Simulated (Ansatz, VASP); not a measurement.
AlNi3 in VASP and in Ansatz

Contents of INCAR:

```
SYSTEM = AlNi3
  ALGO = Fast
  EDIFF = 1E-6
  ENCUT = 520
  GGA = PS
  ISIF = 2
  ISMEAR = 0
  LASPH = .True.
  LCHARG = .False.
  LREAL = .False.
  LWAVE = .False.
  NBANDS = 24
  NELM = 100
  PREC = Accurate
  SIGMA = 0.1
```

Contents of KPOINTS:

```
k-points
0
Gamma
  1 1 1
  0 0 0
```

Contents of POSCAR:

```
AlNi3
1.0
    0.0000000000      2.8018887551      2.8018887551
    2.8018887551      0.0000000000      2.8018887551
    2.8018887551      2.8018887551      0.0000000000
Al Ni
1 3
Direct
    0.5000000000      0.5000000000      0.5000000000
    0.2500000000      0.2500000000      0.2500000000
    0.0000000000      0.0000000000      0.0000000000
    0.7500000000      0.7500000000      0.7500000000
```

Input for Ansatz:

```yaml
crystal:
  lattice:
    - [0.0, 2.8018887551, 2.8018887551]
    - [2.8018887551, 0.0, 2.8018887551]
    - [2.8018887551, 2.8018887551, 0.0]
  atoms:
    - { symbol: Al, position: [0.5, 0.5, 0.5] }
    - { symbol: Ni, position: [0.25, 0.25, 0.25] }
    - { symbol: Ni, position: [0.0, 0.0, 0.0] }
    - { symbol: Ni, position: [0.75, 0.75, 0.75] }
basis:
  ecutwfc: 420
kpoints:
  mp_grid: { grid: [1, 1, 1] }
hamiltonian:
  xc: pbesol
scf:
  occupations: { method: gaussian, width: 0.1 }
output:
  forces: true
  stress: true
  eigenvalues: true
```

Alike in both runs: task single point; functional PBEsol; k mesh 1 × 1 × 1; occupations gaussian, width 0.1 eV; no spin polarisation.

|  | VASP | Ansatz |
| --- | --- | --- |
| version | VASP 6.6.1 | Ansatz 0.2.0 |
| potentials or method | VASP PAW PBE potentials, release 64 (Al, Ni), cutoff 520 eV | scalar-relativistic, plane waves, PAW |
| valence electrons in the cell | 33 | 57 |

|  | VASP | Ansatz | Ansatz less VASP |
| --- | --- | --- | --- |
| pressure (GPa) | 3.6 | 3.2 | -0.39 |

VASP's potentials were made for PBE, not for PBEsol. VASP's potentials hold 33 valence electrons a cell and Ansatz's 57, so a difference there can come from the potentials and not from the codes.

The k mesh is coarse, so the values compare programs but aren't converged.
